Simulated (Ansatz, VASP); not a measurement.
**Hf2TaN2 in VASP and in Ansatz**

```xyz
5
Lattice="3.5122 0.0000 0.0000 -1.7561 3.0417 0.0000 0.0000 0.0000 6.2537" Properties=species:S:1:pos:R:3 pbc="T T T"
Hf    1.7561    1.0139    4.4283
Hf    0.0000    2.0278    1.8254
Ta    0.0000    0.0000    0.0000
N     1.7561    1.0139    2.3434
N     0.0000    2.0278    3.9103
```

Change from the starting cell: species swapped into the Er2SeO2 type (P-3m1, No. 164).

Alike in both runs: task single point; functional PBE; k mesh 6 × 6 × 4; occupations gaussian, width 0.1 eV; no spin polarisation.

|  | VASP | Ansatz |
| --- | --- | --- |
| version | VASP 6.6.1 | Ansatz 0.2.0 |
| potentials or method | VASP PAW PBE potentials, release 64 (Hf_pv, Ta_pv, N), cutoff 520 eV | scalar-relativistic, plane waves, PAW |
| valence electrons in the cell | 41 | 75 |

VASP gave:

| Item | Value |
| --- | --- |
| gap on the k mesh at the Fermi level (eV) | none |
| rms of the force components (eV/Å) | 1.232 |

Problem. Estimate Ansatz's values.

Solution. gap on the k mesh at the Fermi level (eV): none; rms of the force components (eV/Å): 1.201.

Atom by atom the forces differ by 0.048 eV/Å (rms over components). A gap of «none» marks a metal or a gap that the smearing closes. The functional is the same, so the differences come from potentials, cutoffs and numerics. VASP's potentials hold 41 valence electrons a cell and Ansatz's 75, so a difference there can come from the potentials and not from the codes.

Neither program's run includes spin-orbit coupling.
